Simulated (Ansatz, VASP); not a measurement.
## Ta4C3 in VASP and in Ansatz

File INCAR:

```
PREC = Accurate
ENCUT = 520
EDIFF = 1E-7
ISMEAR = 0
SIGMA = 0.15
LREAL = F
LASPH = T
NELM = 100
ALGO = Normal
ISIF = 2
LWAVE = F
LCHARG = T
GGA = PS
LELF = T
LVHAR = T
NBANDS = 69
```

Contents of KPOINTS:

```
Automatic mesh
0
Gamma
  9 9 5
```

POSCAR

```
Ta4C3
1.0
    0.0000000000     -4.4026022057      0.0000000000
    0.0000000000      0.0000000000     -4.4026022057
    8.5052044115      0.0000000000      0.0000000000
Ta C
8 6
Direct
    0.5000000000      0.5000000000      0.9058634558
    0.5000000000      0.5000000000      0.3882271953
    1.0000000000      0.5000000000      0.1294090651
    1.0000000000      0.5000000000      0.6470453255
    0.5000000000      1.0000000000      0.1294090651
    0.5000000000      1.0000000000      0.6470453255
    0.0000000000      0.0000000000      0.3882271953
    0.0000000000      0.0000000000      0.9058634558
    0.0000000000      1.0000000000      0.1294090651
    0.0000000000      1.0000000000      0.6470453255
    0.5000000000      1.0000000000      0.9058634558
    0.5000000000      1.0000000000      0.3882271953
    0.0000000000      0.5000000000      0.9058634558
    0.0000000000      0.5000000000      0.3882271953
```

Input for Ansatz:

```yaml
crystal:
  lattice:
    - [0.0, -4.4026022057, 0.0]
    - [0.0, 0.0, -4.4026022057]
    - [8.5052044115, 0.0, 0.0]
  atoms:
    - { symbol: Ta, position: [0.5, 0.5, 0.9058634558] }
    - { symbol: Ta, position: [0.5, 0.5, 0.3882271953] }
    - { symbol: Ta, position: [1.0, 0.5, 0.1294090651] }
    - { symbol: Ta, position: [1.0, 0.5, 0.6470453255] }
    - { symbol: Ta, position: [0.5, 1.0, 0.1294090651] }
    - { symbol: Ta, position: [0.5, 1.0, 0.6470453255] }
    - { symbol: Ta, position: [0.0, 0.0, 0.3882271953] }
    - { symbol: Ta, position: [0.0, 0.0, 0.9058634558] }
    - { symbol: C, position: [0.0, 1.0, 0.1294090651] }
    - { symbol: C, position: [0.0, 1.0, 0.6470453255] }
    - { symbol: C, position: [0.5, 1.0, 0.9058634558] }
    - { symbol: C, position: [0.5, 1.0, 0.3882271953] }
    - { symbol: C, position: [0.0, 0.5, 0.9058634558] }
    - { symbol: C, position: [0.0, 0.5, 0.3882271953] }
basis:
  ecutwfc: 420
kpoints:
  mp_grid: { grid: [9, 9, 5] }
hamiltonian:
  xc: pbesol
scf:
  occupations: { method: gaussian, width: 0.15 }
output:
  forces: true
  stress: true
  eigenvalues: true
```

Alike in both runs: task single point; functional PBEsol; k mesh 9 × 9 × 5; occupations gaussian, width 0.15 eV; no spin polarisation.

```csv
,VASP,Ansatz
version,VASP 6.6.1,Ansatz 0.2.0
potentials or method,"VASP PAW PBE potentials, release 64 (Ta_pv, C), cutoff 520 eV","scalar-relativistic, plane waves, PAW"
valence electrons in the cell,112,128
```

Ansatz gave:

```
gap on the k mesh at the Fermi level (eV)                     : none
pressure (GPa)                                                : 16.9
traceless stress, the component that is largest in VASP (GPa) : 18.79
rms of the force components (eV/Å)                            : 1.861
```

Question: Which values does VASP return?

Answer: gap on the k mesh at the Fermi level (eV): none; pressure (GPa): 17.9; traceless stress, the component that is largest in VASP (GPa): 19.02; rms of the force components (eV/Å): 1.889.

VASP's potentials were made for PBE, not for PBEsol. Atom by atom the forces differ by 0.028 eV/Å (rms over components). A gap of «none» marks a metal or a gap that the smearing closes. VASP's potentials hold 112 valence electrons a cell and Ansatz's 128, so a difference there can come from the potentials and not from the codes.

Spin-orbit coupling is off throughout.
